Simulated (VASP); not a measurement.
Ir, 2 atoms in the cell. The structure is hexagonal, space group P6_3/mmc (No. 194). Conventional cell: a = 2.564 Å, b = 2.564 Å, c = 4.169 Å, α = 90.00°, β = 90.00°, γ = 120.00°. Within 3.4 Å of Ir (site symmetry -6m2) lie 12 Ir at 2.56 Å. 

* Program: VASP 6.6.1
* Task: single point
* Functional: PBEsol
* Potentials or basis: VASP PAW PBE potentials, release 64 (Ir)
* Cutoff: 520 eV
* k mesh: 16 × 16 × 9
* Occupations: fermi-dirac, width 0.08 eV
* Spin: no spin polarisation
* Dipole correction: no
* Further INCAR settings: ALGO = Normal; EDIFF = 1e-06; NBANDS = 16

Potentials or basis: VASP PAW PBE potentials, release 64 (Ir).

Launch:

```console
$ cat potpaw_PBE.64/Ir/POTCAR > POTCAR
$ mpirun -np 1 vasp_std > vasp.out
```

Hardware: 1 thread of Intel(R) Xeon(R) 6975P-C (Granite Rapids) (shared host).

Question: How long does it take, and how much memory?

Answer: Wall time 34 s on 1 thread of Intel(R) Xeon(R) 6975P-C (Granite Rapids), on a shared host, peak memory 0.17 GiB. Counts: scf iterations 11, k points 150.
